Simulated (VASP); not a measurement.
Re: single point with PBE

Crystal: Re.

```
CELL_PARAMETERS angstrom
0.00000 1.99456 1.99456
1.99456 0.00000 1.99456
1.99456 1.99456 0.00000
ATOMIC_POSITIONS crystal
Re 0.00000 0.00000 0.00000
```

This cell differs from its parent crystal: volume scaled by 1.03.

```yaml
Program: VASP 6.6.1
Task: single point
Functional: PBE
Potentials_or_basis: VASP PAW PBE potentials, release 64 (Re)
Cutoff: 520 eV
k_mesh: 14 × 14 × 14
Occupations: fermi-dirac, width 0.03 eV
Spin: no spin polarisation
```

```yaml
Pressure: -18.8 GPa
```

Levels at points of the mesh, in eV from the Fermi level:
```
           k point  band 1  band 2  band 3  band 4  band 5  band 6  band 7  band 8  band 9
(0.00, 0.00, 0.00)   -9.58   -1.70   -1.70   -1.70    1.14    1.14   13.86   19.09   19.09
(0.50, 0.00, 0.00)   -6.32   -1.87   -1.87    0.14    3.41    3.41    8.93   13.35   19.27
(0.50, 0.50, 0.00)   -6.16   -5.35    2.53    3.36    4.07    4.07   11.70   11.70   11.73
```

Run time: 20 s on 1 thread of Intel(R) Xeon(R) Platinum 8375C CPU @ 2.90GHz (Ice Lake), with other jobs on the host, peak memory 0.15 GiB.

Caveat: spin-orbit coupling is left out, which moves the levels of the heavy elements.
